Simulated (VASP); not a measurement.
# Rb4Au3 (Pm-3m) in VASP: single point with PBE

Aim: the single point of Rb4Au3 with PBE.

Everything below comes from runs of VASP 6.6.1. Logs are shortened: lines on timing, memory, paths and dates and some standing lists are left out, and cuts for length are marked.

## 1. The cell of the first run

Symmetry: Pm-3m, No. 221, cubic system. The conventional cell has a = 7.075 Å, b = 7.075 Å, c = 7.075 Å, α = 90.00°, β = 90.00°, γ = 90.00°. Within 4.6 Å of Rb (site symmetry m-3m) lie 6 Au at 3.54 Å. Within 4.6 Å of Rb (site symmetry 4/mmm) lie 4 Au at 3.54 Å. Au (site symmetry 4/mmm) has 6 Rb at 3.54 Å within 4.6 Å.

## 2. Single point, PBE

Contents of POSCAR:

```
Rb4Au3
1.0
    7.0746100431      0.0000000000      0.0000000000
    0.0000000000      7.0746100431      0.0000000000
    0.0000000000      0.0000000000      7.0746100431
Rb Au
4 3
Direct
    0.5000000000      0.5000000000      0.5000000000
    0.5000000000      0.0000000000      0.0000000000
    0.0000000000      0.5000000000      0.0000000000
    0.0000000000      0.0000000000      0.5000000000
    0.5000000000      0.5000000000      0.0000000000
    0.0000000000      0.5000000000      0.5000000000
    0.5000000000      0.0000000000      0.5000000000
```

Contents of INCAR.step1:

```
ALGO     = Fast           # electronic algorithm
EDIFF    = 1E-6           # SCF threshold, eV
ENCUT    = 520            # plane-wave cutoff, eV
GGA      = PE             # functional
ISIF     = 2              # what is computed and relaxed
ISMEAR   = 0              # smearing method
LASPH    = T              # aspherical terms in the spheres
LCHARG   = T              # write CHGCAR
LMAXMIX  = 4              # l up to which the mixer works
LREAL    = F              # projectors in reciprocal space
LWAVE    = F              # write WAVECAR
NBANDS   = 44             # bands
NELM     = 100            # most SCF steps
PREC     = Accurate       # precision mode
SIGMA    = 0.1            # smearing width, eV
```

Contents of KPOINTS.step1:

```
k-points
0
Gamma
  6 6 6
```

Contents of INCAR.step2:

```
ALGO     = Fast           # electronic algorithm
EDIFF    = 1E-6           # SCF threshold, eV
ENCUT    = 520            # plane-wave cutoff, eV
GGA      = PE             # functional
ICHARG   = 11             # starting density
ISIF     = 2              # what is computed and relaxed
ISMEAR   = -5             # smearing method
LASPH    = T              # aspherical terms in the spheres
LCHARG   = F              # write CHGCAR
LMAXMIX  = 4              # l up to which the mixer works
LORBIT   = 10             # projections on sites
LREAL    = F              # projectors in reciprocal space
LWAVE    = F              # write WAVECAR
NEDOS    = 2001           # points of the DOS
NELM     = 100            # most SCF steps
PREC     = Accurate       # precision mode
SIGMA    = 0.1            # smearing width, eV
```

Contents of KPOINTS.step2:

```
k-points
0
Gamma
  9 9 9
```

Potentials or basis: VASP PAW PBE potentials, release 64 (Rb_sv, Au).

Started as:

```sh
cat potpaw_PBE.64/Rb_sv/POTCAR potpaw_PBE.64/Au/POTCAR > POTCAR
cp INCAR.step1 INCAR
cp KPOINTS.step1 KPOINTS
mpirun -np 1 vasp_std > vasp.out
cp INCAR.step2 INCAR
cp KPOINTS.step2 KPOINTS
mpirun -np 1 vasp_std > vasp.out
```

OUTCAR:

```text
EDIFF = 1E-6
   ENCUT = 520
   GGA = PE
   ICHARG = 11
   ISIF = 2
   ISMEAR = -5
   LASPH = T
   LORBIT = 10
   LREAL = F
   NELM = 100
   PREC = Accurate

 ion  position               nearest neighbor table
   1  0.500  0.500  0.500-   5 3.54   6 3.54   7 3.54   5 3.54   7 3.54   6 3.54   2 5.00   3 5.00
                             2 5.00   2 5.00   4 5.00   3 5.00   2 5.00   3 5.00   4 5.00   4 5.00
   2  0.500  0.000  0.000-   5 3.54   7 3.54   7 3.54   5 3.54   3 5.00   1 5.00   4 5.00   4 5.00
                             1 5.00   3 5.00   1 5.00   1 5.00   3 5.00   4 5.00   4 5.00   3 5.00
   3  0.000  0.500  0.000-   5 3.54   6 3.54   6 3.54   5 3.54   2 5.00   1 5.00   4 5.00   4 5.00
                             2 5.00   4 5.00   4 5.00   1 5.00   2 5.00   1 5.00   1 5.00   2 5.00
   4  0.000  0.000  0.500-   6 3.54   7 3.54   6 3.54   7 3.54   2 5.00   2 5.00   3 5.00   1 5.00
                             3 5.00   3 5.00   3 5.00   1 5.00   2 5.00   1 5.00   2 5.00   1 5.00
   5  0.500  0.500  0.000-   1 3.54   2 3.54   3 3.54   1 3.54   2 3.54   3 3.54
   6  0.000  0.500  0.500-   1 3.54   3 3.54   4 3.54   3 3.54   4 3.54   1 3.54
   7  0.500  0.000  0.500-   1 3.54   2 3.54   4 3.54   2 3.54   1 3.54   4 3.54

  LATTYP: Found a simple cubic cell.
 ALAT       =     7.0746100431

  Lattice vectors:

 A1 = (   7.0746100431,   0.0000000000,   0.0000000000)
 A2 = (   0.0000000000,   7.0746100431,   0.0000000000)
 A3 = (   0.0000000000,   0.0000000000,   7.0746100431)

Analysis of symmetry for initial positions (statically):
=====================================================================
 Subroutine PRICEL returns:
 Original cell was already a primitive cell.

 Routine SETGRP: Setting up the symmetry group for a
 simple cubic supercell.

 Subroutine GETGRP returns: Found 48 space group operations
 (whereof 48 operations were pure point group operations)
 out of a pool of 48 trial point group operations.

The static configuration has the point symmetry O_h .

Analysis of symmetry for dynamics (positions and initial velocities):
=====================================================================
 Subroutine PRICEL returns:
 Original cell was already a primitive cell.

 Routine SETGRP: Setting up the symmetry group for a
 simple cubic supercell.

 Subroutine GETGRP returns: Found 48 space group operations
 (whereof 48 operations were pure point group operations)
 out of a pool of 48 trial point group operations.

The dynamic configuration has the point symmetry O_h .

 Subroutine INISYM returns: Found 48 space group operations
 (whereof 48 operations are pure point group operations),
 and found     1 'primitive' translations

[... 128 lines left out ...]
  Fermi-wavevector in a.u.,A,eV,Ry     =   0.949122  1.793580 12.256570  0.900832
  Thomas-Fermi vector in A             =   2.077375
   LORBIT       =     10    0 simple, 1 ext, 2 COOP (PROOUT), +10 PAW based schemes
   GGA     = PE    functional components
   LHFCALC =     F    Hartree Fock is set to
   AEXX    =    0.0000 exact exchange contribution
   IVDW    =     0    specifies the selected vdW correction
   LEPSILON=     F    determine dielectric tensor
   LRPA    =     F    only Hartree local field effects (RPA)
 non-spin polarized calculation
 RMM-DIIS sequential band-by-band and
 Fermi weights with tetrahedron method with Bloechl corrections
  energy-cutoff  :      520.00
  volume of cell :      354.08
 maximum number of plane-waves:      9627
 NGX is ok and might be reduce to    54

 number of electron      69.0000009 magnetization

 Free energy of the ion-electron system (eV)
  ---------------------------------------------------
  ext. energy  EPLUGINS =         0.00000000
  ---------------------------------------------------
  free energy    TOTEN  =       -14.87527435 eV

  energy without entropy =      -14.87527435  energy(sigma->0) =      -14.87527435

 E-fermi :   1.3282     XC(G=0):  -6.8164

 val. band max:        1.2887750314   @ k =   0.3333   0.3333   0.2222
 cond. band min:       1.2780822615   @ k =   0.4444   0.4444   0.4444
 fundamental gap:     -0.0106927699
 Fermi energy:         1.3281670171

 k-point     1 :       0.0000    0.0000    0.0000
  band No.  band energies     occupation
      1     -27.0264      2.00000
      2     -27.0218      2.00000
      3     -27.0218      2.00000
      4     -26.4798      2.00000
      5     -11.2261      2.00000
      6     -11.2261      2.00000
[... 1045 lines left out ...]
     40       3.2387      0.00000
     41       3.2673      0.00000

 [... further k-points ...]

------------------------ aborting loop because EDIFF is reached ----------------------------------------

  FORCE on cell =-STRESS in cart. coord.  units (eV):
  Direction    XX          YY          ZZ          XY          YZ          ZX
  --------------------------------------------------------------------------------------
  -------------------------------------------------------------------------------------
  Total       -0.0011929     -0.0011929     -0.0011929      0.0000000      0.0000000     -0.0000000
  in kB       -0.0053976     -0.0053976     -0.0053976      0.0000000      0.0000000     -0.0000000
  external PRESSURE =      -0.0053976 kB  Pullay stress =       0.0000000 kB

 VOLUME and BASIS-vectors are now :
 -----------------------------------------------------------------------------
  energy-cutoff  :      520.00
  volume of cell :      354.08
      direct lattice vectors                 reciprocal lattice vectors
     7.074610043  0.000000000  0.000000000     0.141350547  0.000000000  0.000000000
     0.000000000  7.074610043  0.000000000     0.000000000  0.141350547  0.000000000
     0.000000000  0.000000000  7.074610043     0.000000000  0.000000000  0.141350547

 POSITION                                       TOTAL-FORCE (eV/Angst)
 -----------------------------------------------------------------------------------
      3.53731      3.53731      3.53731         0.000000      0.000000      0.000000
      3.53731      0.00000      0.00000         0.000000      0.000000      0.000000
      0.00000      3.53731      0.00000         0.000000      0.000000      0.000000
      0.00000      0.00000      3.53731         0.000000      0.000000      0.000000
      3.53731      3.53731      0.00000         0.000000      0.000000      0.000000
      0.00000      3.53731      3.53731         0.000000      0.000000      0.000000
      3.53731      0.00000      3.53731         0.000000      0.000000      0.000000
 -----------------------------------------------------------------------------------
    total drift:                                0.000000      0.000000      0.000000

  FREE ENERGIE OF THE ION-ELECTRON SYSTEM (eV)
  ---------------------------------------------------
  free  energy   TOTEN  =       -14.8752743471 eV

  energy  without entropy=      -14.8752743471  energy(sigma->0) =      -14.87527435

 total charge

# of ion       s       p       d       tot
------------------------------------------
    1        1.945   5.336   0.027   7.308
    2        1.951   5.333   0.019   7.302
    3        1.951   5.333   0.019   7.302
    4        1.951   5.333   0.019   7.302
    5        0.809   0.024   8.831   9.664
    6        0.809   0.024   8.831   9.664
    7        0.809   0.024   8.831   9.664
--------------------------------------------------
tot         10.224  21.407  26.577  58.208
```

Wall time 7.4 min (1 thread of Intel Xeon 6975P-C (Granite Rapids), shared host); peak memory 0.63 GiB.

Results:

* Valence electrons inside the program's atomic spheres: Rb 7.31, 7.30 (each value once); Au 9.66

Caveat: spin-orbit coupling is left out, which moves the levels of the heavy elements.
